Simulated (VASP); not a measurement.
Crystal: BaTiO3.

```
Ba Ti O
1.0
    -2.82767   -1.63255   -2.31773
     2.82767   -4.89766    0.00000
    -2.82767   -1.63255    4.63546
Ba Ti O
2 2 6
Direct
  0.01575 0.99511 0.97326
  0.98425 0.50489 0.52674
  0.50386 0.98954 0.50362
  0.46814 0.51046 0.02438
  0.53055 0.23162 0.73316
  0.48625 0.75828 0.23994
  0.47922 0.75734 0.73348
  0.53758 0.25276 0.23962
  0.99089 0.02893 0.47950
  0.04611 0.47107 0.00370
```

Base run:

* Program: VASP 6.6.1
* Functional: PBEsol
* Potentials or basis: VASP PAW PBE potentials, release 64 (Ba_sv, Ti_sv, O)
* Cutoff: 520 eV
* k mesh: 7 × 5 × 5
* Occupations: fermi-dirac, width 0.05 eV
* Spin: no spin polarisation
* Hubbard terms: Ti d U = 5.0 eV

Its results: band gap on the k mesh 2.74 eV (least direct gap 2.80 eV); pressure 8.9 GPa; largest force 4.460 eV/Å.

**Question.** After a change of settings the same cell gave: band gap on the k mesh 2.20 eV (least direct gap 2.29 eV); pressure 4.2 GPa; largest force 3.252 eV/Å. Which change was it?
A. hubbard terms from Ti d U = 5.0 eV to Ti d U = 1.0 eV
B. hubbard terms from Ti d U = 5.0 eV to none
C. functional from PBEsol to PBE; hubbard terms from Ti d U = 5.0 eV to none

**Answer.** B.

The U term pushes filled and empty states of the shell apart.

Caveats: the cell stands under pressure; the PAW data sets were made with another functional, which shifts forces and pressure a little; spin-orbit coupling is left out, which moves the levels of the heavy elements; an odd mesh through Γ misses points on the zone boundary, where band edges can lie.
